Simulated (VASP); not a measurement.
Crystal: MgCd3O.

```xyz
5
Lattice="4.6322 0.0000 0.0000 0.0000 4.6322 0.0000 0.0000 0.0000 4.6322" Properties=species:S:1:pos:R:3 pbc="T T T"
Mg    2.3161    2.3161    2.3161
Cd    2.3161    0.0000    2.3161
Cd    2.3161    2.3161    0.0000
Cd    0.0000    2.3161    2.3161
O     0.0000    0.0000    0.0000
```

The cell was generated, and may not be a known phase.

- Program: VASP 6.6.1
- Task: relaxation of cell and atoms
- Functional: PBE
- Potentials or basis: VASP PAW PBE potentials, release 64 (Mg_sv, Cd_sv_GW, O)
- Cutoff: 840 eV
- k mesh: 4 × 4 × 4
- Occupations: gaussian, width 0.1 eV
- Spin: no spin polarisation

At the start: pressure 18.4 GPa; volume 19.88 Å³/atom.

How do energy, volume and symmetry change on relaxing?

Over 5 steps the energy falls by 394.1 meV/atom and the volume is 30.80 Å³/atom (+54.9 %); space group Pm-3m (No. 221, to 0.1 Å) before and after.

Step by step:
| step | energy change (eV) | largest force (eV/Å) | pressure (GPa) | volume (Å³) |
| --- | --- | --- | --- | --- |
| 1 | 0.0000 | 0.0000 | 18.36 | 99.39 |
| 2 | -1.8449 | 0.0000 | 2.39 | 135.90 |
| 3 | -1.9407 | 0.0000 | 1.10 | 144.81 |
| 4 | -1.9380 | 0.0000 | -1.00 | 163.81 |
| 5 | -1.9707 | 0.0000 | -0.03 | 154.00 |

Final structure:
```
CELL_PARAMETERS angstrom
5.36012 0.00000 0.00000
0.00000 5.36012 0.00000
0.00000 0.00000 5.36012
ATOMIC_POSITIONS crystal
Mg 0.50000 0.50000 0.50000
Cd 0.50000 0.00000 0.50000
Cd 0.50000 0.50000 0.00000
Cd 0.00000 0.50000 0.50000
O 0.00000 0.00000 0.00000
```

Caveat: the volume moved by over 15 % at a fixed basis, so the end points are rough.
